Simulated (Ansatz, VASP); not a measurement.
**BiTe in VASP and in Ansatz**

```
CELL_PARAMETERS angstrom
2.43875 1.40801 3.33926
-2.43875 1.40801 3.33926
0.00000 -2.81603 3.33926
ATOMIC_POSITIONS crystal
Bi 0.50000 0.50000 0.50000
Te 0.00000 0.00000 0.00000
```

Alike in both runs: task single point; functional PBE0; k mesh 4 × 4 × 4; occupations fermi-dirac, width 0.05 eV; no spin polarisation.

```csv
,VASP,Ansatz
version,VASP 6.6.1,Ansatz 0.2.0
potentials or method,"VASP PAW PBE potentials, release 64 (Bi_d, Te)",Ansatz PAW
plane-wave cutoff (eV),520,420
valence electrons in the cell,21,31
```

```tsv
	VASP	Ansatz	Ansatz less VASP
gap on the k mesh at the Fermi level (eV)	none	none	-
pressure (GPa)	-3.1	-2.8	+0.31
traceless stress, the component that is largest in VASP (GPa)	0.58	0.50	-0.082
```

A gap of «none» marks a metal or a gap that the smearing closes. VASP's potentials hold 21 valence electrons a cell and Ansatz's 31, so a difference there can come from the potentials and not from the codes.

The k mesh is coarse, so the values compare programs but aren't converged. Spin-orbit coupling is off throughout.
